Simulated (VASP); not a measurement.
# Be in VASP: single point with PBE

Aim: the single point of Be with PBE.

Everything below comes from runs of VASP 6.6.1. Logs are shortened: lines on timing, memory, paths and dates and some standing lists are left out, and cuts for length are marked.

## Step 1: The cell of the first run

The cell holds a slab with vacuum, 9 atoms: a = 2.300 Å, b = 2.300 Å, c = 31.404 Å, α = 90.00°, β = 90.00°, γ = 120.00°.

## Step 2: Single point, PBE

INCAR reads:

```
SYSTEM = Be
ALGO = Normal
DIPOL = 0.5 0.5 0.500
EDIFF = 1E-6
ENCUT = 520
GGA = PE
IDIPOL = 3
ISIF = 2
ISMEAR = 0
LASPH = .TRUE.
LCHARG = .FALSE.
LDIPOL = .TRUE.
LREAL = .FALSE.
LWAVE = .FALSE.
NBANDS = 19
NELM = 60
PREC = Accurate
SIGMA = 0.1
```

KPOINTS reads:

```
k-points
0
G
  42 42 1
  0 0 0
```

POSCAR reads:

```
Be
1.0
    2.2995019800      0.0000000000      0.0000000000
   -1.1497509900      1.9914271400      0.0000000000
    0.0000000000      0.0000000000     31.4035998062
Be
9
Direct
    0.6666666674      0.3333333326      0.2706696064
    0.3333333326      0.6666666651      0.3280022048
    0.6666666674      0.3333333326      0.3853348032
    0.3333333326      0.6666666651      0.4426674016
    0.6666666674      0.3333333326      0.4996955168
    0.3333333326      0.6666666651      0.5567188009
    0.6666666674      0.3333333326      0.6137622762
    0.3333333326      0.6666666651      0.6707450059
    0.6666666674      0.3333333326      0.7282045430
```

Potentials or basis: VASP PAW PBE potentials, release 64 (Be).

The run is started by

```sh
> cat potpaw_PBE.64/Be/POTCAR > POTCAR
> mpirun -np 1 vasp_std > vasp.out
```

OUTCAR:

```text
SYSTEM = Be
   EDIFF = 1E-6
   ENCUT = 520
   GGA = PE
   ISIF = 2
   ISMEAR = 0
   LASPH = .TRUE.
   LREAL = .FALSE.
   NELM = 60
   PREC = Accurate

 ion  position               nearest neighbor table
   1  0.667  0.333  0.271-   2 2.24   2 2.24   2 2.24
   2  0.333  0.667  0.328-   1 2.24   3 2.24   1 2.24   3 2.24   1 2.24   3 2.24
   3  0.667  0.333  0.385-   4 2.24   2 2.24   4 2.24   2 2.24   4 2.24   2 2.24
   4  0.333  0.667  0.443-   5 2.23   5 2.23   5 2.23   3 2.24   3 2.24   3 2.24
   5  0.667  0.333  0.500-   6 2.23   6 2.23   6 2.23   4 2.23   4 2.23   4 2.23
   6  0.333  0.667  0.557-   5 2.23   5 2.23   5 2.23   7 2.23   7 2.23   7 2.23
   7  0.667  0.333  0.614-   8 2.23   8 2.23   8 2.23   6 2.23   6 2.23   6 2.23
   8  0.333  0.667  0.671-   7 2.23   7 2.23   7 2.23   9 2.24   9 2.24   9 2.24
   9  0.667  0.333  0.728-   8 2.24   8 2.24   8 2.24

  LATTYP: Found a hexagonal cell.
 ALAT       =     2.2995019800
 C/A-ratio  =    13.6566961365

  Lattice vectors:

 A1 = (   2.2995019800,   0.0000000000,   0.0000000000)
 A2 = (  -1.1497509900,   1.9914271400,   0.0000000000)
 A3 = (   0.0000000000,   0.0000000000,  31.4035998062)

Analysis of symmetry for initial positions (statically):
=====================================================================
 Subroutine PRICEL returns:
 Original cell was already a primitive cell.

 Routine SETGRP: Setting up the symmetry group for a
 hexagonal supercell.

 Subroutine GETGRP returns: Found  6 space group operations
 (whereof  6 operations were pure point group operations)
 out of a pool of 24 trial point group operations.

The static configuration has the point symmetry C_3v.

Analysis of symmetry for dynamics (positions and initial velocities):
=====================================================================
 Subroutine PRICEL returns:
 Original cell was already a primitive cell.

 Routine SETGRP: Setting up the symmetry group for a
 hexagonal supercell.

 Subroutine GETGRP returns: Found  6 space group operations
 (whereof  6 operations were pure point group operations)
 out of a pool of 24 trial point group operations.

The dynamic configuration has the point symmetry C_3v.

 Subroutine INISYM returns: Found  6 space group operations
 (whereof  6 operations are pure point group operations),
 and found     1 'primitive' translations

----------------------------------------------------------------------------------------

                                     Primitive cell

  volume of cell :     143.8062

  direct lattice vectors                    reciprocal lattice vectors
     2.299501980  0.000000000  0.000000000     0.434876773  0.251076221  0.000000000
    -1.149750990  1.991427140  0.000000000     0.000000000  0.502152441  0.000000000
     0.000000000  0.000000000 31.403599806     0.000000000  0.000000000  0.031843483

  length of vectors
     2.299501980  2.299501988 31.403599806     0.502152443  0.502152441  0.031843483

  position of ions in fractional coordinates (direct lattice)
     0.666666667  0.333333333  0.270669606
     0.333333333  0.666666665  0.328002205
     0.666666667  0.333333333  0.385334803
     0.333333333  0.666666665  0.442667402
     0.666666667  0.333333333  0.499695517
     0.333333333  0.666666665  0.556718801
     0.666666667  0.333333333  0.613762276
     0.333333333  0.666666665  0.670745006
     0.666666667  0.333333333  0.728204543

  ion indices of the primitive-cell ions
   primitive index   ion index
                 1           1
                 2           2
                 3           3
                 4           4
                 5           5
                 6           6
                 7           7
                 8           8
                 9           9

----------------------------------------------------------------------------------------

 KPOINTS: k-points

Automatic generation of k-mesh.
 Grid dimensions read from file:
 generate k-points for:   42   42    1

 Generating k-lattice:

  Cartesian coordinates                     Fractional coordinates (reciprocal lattice)
     0.010354209  0.005978005  0.000000000     0.023809524  0.000000000  0.000000000
     0.000000000  0.011956011  0.000000000     0.000000000  0.023809524  0.000000000
     0.000000000  0.000000000  0.031843483     0.000000000  0.000000000  1.000000000

  Length of vectors
     0.011956011  0.011956011  0.031843483

  Shift w.r.t. Gamma in fractional coordinates (k-lattice)
     0.000000000  0.000000000  0.000000000

 Subroutine IBZKPT returns following result:
 ===========================================

 Found    169 irreducible k-points:

 Following reciprocal coordinates:
            Coordinates               Weight
  0.000000  0.000000  0.000000      1.000000
  0.023810 -0.000000  0.000000      6.000000
  0.047619 -0.000000  0.000000      6.000000
  0.071429 -0.000000  0.000000      6.000000
  0.095238 -0.000000  0.000000      6.000000
  0.119048 -0.000000  0.000000      6.000000
[... 16 lines left out ...]
  0.023810  0.023810  0.000000      6.000000
  0.047619  0.023810  0.000000     12.000000
 [... further k-points ...]
   k-points           NKPTS =    169   k-points in BZ     NKDIM =    169   number of bands    NBANDS=     19
   number of dos      NEDOS =    301   number of ions     NIONS =      9
   total plane-waves  NPLWV =  77760
   dimension x,y,z NGX =    18 NGY =   18 NGZ =  240
   dimension x,y,z NGXF=    36 NGYF=   36 NGZF=  480
   ions per type =               9
   NGX,Y,Z   is equivalent  to a cutoff of  13.01, 13.01, 12.71 a.u.
   NGXF,Y,Z  is equivalent  to a cutoff of  26.03, 26.03, 25.41 a.u.
 SYSTEM =  Be
   PREC   = accura    normal or accurate (medium, high low for compatibility)
   ISTART =      0    job   : 0-new  1-cont  2-samecut
   ICHARG =      2    charge: 1-file 2-atom 10-const
   ISPIN  =      1    spin polarized calculation?
   LNONCOLLINEAR =      F non collinear calculations
   LSORBIT =      F    spin-orbit coupling
   LASPH  =      T    aspherical Exc in radial PAW
   ENCUT  =  520.0 eV  38.22 Ry    6.18 a.u.   4.28  4.28 58.39*2*pi/ulx,y,z
   NELM   =     60;   NELMIN=  2; NELMDL= -5     # of ELM steps
   EDIFF  = 0.1E-05   stopping-criterion for ELM
   LREAL  =      F    real-space projection
[... 7 lines left out ...]
   TEBEG  =    0.0;   TEEND  =   0.0 temperature during run
   PSTRESS=    0.0 pullay stress
   NELECT =      18.0000    total number of electrons
   NUPDOWN=      -1.0000    fix difference up-down
   EMIN   =  10.00;   EMAX   =-10.00  energy-range for DOS
   EFERMI =   0.00;   METHOD = LEGACY
   ISMEAR =     0;   SIGMA  =   0.10  broadening in eV -4-tet -1-fermi 0-gaus
   EFERMI_NEDOS =   21; number of points for ismear=-14 and -15
   IALGO  =     38    algorithm
   IMIX   =      4    mixing-type and parameters
     AMIX     =   0.40;   BMIX     =  1.00
     AMIX_MAG =   1.60;   BMIX_MAG =  1.00
  volume/ion in A,a.u.               =      15.98       107.83
  Fermi-wavevector in a.u.,A,eV,Ry     =   0.818917  1.547528  9.124403  0.670625
  Thomas-Fermi vector in A             =   1.929629
   LORBIT       =      0    0 simple, 1 ext, 2 COOP (PROOUT), +10 PAW based schemes
   GGA     = PE    functional components
   LHFCALC =     F    Hartree Fock is set to
   AEXX    =    0.0000 exact exchange contribution
   IVDW    =     0    specifies the selected vdW correction
   LEPSILON=     F    determine dielectric tensor
   LRPA    =     F    only Hartree local field effects (RPA)
 non-spin polarized calculation
 Gauss-broadening in eV      SIGMA  =   0.10
  energy-cutoff  :      520.00
  volume of cell :      143.81
 maximum number of plane-waves:      3963
 NGX is ok and might be reduce to    18
   NGX =  9   NGY =  9   NGZ =117

 dipolmoment           0.000000      0.000000     -0.000196 electrons x Angstroem

 number of electron      18.0000000 magnetization

 dipolmoment           0.000000      0.000000      0.000021 electrons x Angstroem

 Free energy of the ion-electron system (eV)
  ---------------------------------------------------
  ext. energy  EPLUGINS =         0.00000000
  ---------------------------------------------------
  free energy    TOTEN  =       -32.83008718 eV

  energy without entropy =      -32.82048531  energy(sigma->0) =      -32.82528625

 E-fermi :   0.7418     XC(G=0):  -6.0257

 val. band max:        0.7416876009   @ k =   0.3333   0.0238   0.0000
 cond. band min:       0.7468529481   @ k =   0.2619   0.0238   0.0000
 fundamental gap:      0.0051653472
 Fermi energy:         0.7418323535

 k-point     1 :       0.0000    0.0000    0.0000
  band No.  band energies     occupation
      1     -10.1395      2.00000
      2      -9.6721      2.00000
      3      -9.1045      2.00000
      4      -8.3971      2.00000
      5      -7.5269      2.00000
      6      -6.4884      2.00000
[... 11 lines left out ...]
     18       9.2567      0.00000
     19       9.4868      0.00000

 k-point     2 :       0.0238   -0.0000    0.0000
  band No.  band energies     occupation
      1     -10.1235      2.00000
      2      -9.6561      2.00000
      3      -9.0884      2.00000
      4      -8.3809      2.00000
      5      -7.5106      2.00000
      6      -6.4717      2.00000
[... 476 lines left out ...]
 k-point    24 :       0.0476    0.0238    0.0000
  band No.  band energies     occupation
      1     -10.0275      2.00000
      2      -9.5599      2.00000
      3      -8.9919      2.00000
      4      -8.2838      2.00000
      5      -7.4125      2.00000
      6      -6.3720      2.00000
[... 11 lines left out ...]
     18       9.3796      0.00000
     19       9.5844      0.00000

 [... further k-points ...]

------------------------ aborting loop because EDIFF is reached ----------------------------------------

 vacuum level on the upper side and lower side of the slab       (xc-potential included)        -0.252        -0.048

  FORCE on cell =-STRESS in cart. coord.  units (eV):
  Direction    XX          YY          ZZ          XY          YZ          ZX
  --------------------------------------------------------------------------------------
  -------------------------------------------------------------------------------------
  Total       -3.9188103     -3.9188104      0.0203042      0.0000000      0.0000000      0.0000000
  in kB      -43.6603471    -43.6603475      0.2262134      0.0000000      0.0000000      0.0000000
  external PRESSURE =     -29.0314938 kB  Pullay stress =       0.0000000 kB

 VOLUME and BASIS-vectors are now :
 -----------------------------------------------------------------------------
  energy-cutoff  :      520.00
  volume of cell :      143.81
      direct lattice vectors                 reciprocal lattice vectors
     2.299501980  0.000000000  0.000000000     0.434876773  0.251076221  0.000000000
    -1.149750990  1.991427140  0.000000000     0.000000000  0.502152441  0.000000000
     0.000000000  0.000000000 31.403599806     0.000000000  0.000000000  0.031843483

 POSITION                                       TOTAL-FORCE (eV/Angst)
 -----------------------------------------------------------------------------------
      1.14975      0.66381      8.50000        -0.000000      0.000000     -0.066137
      0.00000      1.32762     10.30045        -0.000000     -0.000000      0.095954
      1.14975      0.66381     12.10090        -0.000000     -0.000000      0.015450
      0.00000      1.32762     13.90135        -0.000000     -0.000000     -0.023359
      1.14975      0.66381     15.69224         0.000000     -0.000000     -0.002893
      0.00000      1.32762     17.48297         0.000000     -0.000000     -0.012772
      1.14975      0.66381     19.27434         0.000000     -0.000000     -0.020598
      0.00000      1.32762     21.06381        -0.000000     -0.000000     -0.039350
      1.14975      0.66381     22.86824         0.000000     -0.000000      0.053706
 -----------------------------------------------------------------------------------
    total drift:                                0.000000     -0.000000     -0.000003

  FREE ENERGIE OF THE ION-ELECTRON SYSTEM (eV)
  ---------------------------------------------------
  free  energy   TOTEN  =       -32.8300871803 eV

  energy  without entropy=      -32.8204853148  energy(sigma->0) =      -32.82528625

 vacuum level on the upper side and lower side of the slab         5.948         5.949
```

Wall time 8.4 min (1 thread of AMD EPYC 7R13 (Zen 3), shared host); peak memory 0.45 GiB.

What came out:

```yaml
Free_energy: -32.8301 eV
Largest_force: 0.096 eV/Å
Band_gap_on_the_k_mesh: zero (bands 9 and 10 overlap by 3.33 eV)
```

Forces in eV/Å, atoms in the order of the input:
```
Be   0.000  0.000 -0.066
Be   0.000  0.000  0.096
Be   0.000  0.000  0.015
Be   0.000  0.000 -0.023
Be   0.000  0.000 -0.003
Be   0.000  0.000 -0.013
Be   0.000  0.000 -0.021
Be   0.000  0.000 -0.039
Be   0.000  0.000  0.054
```
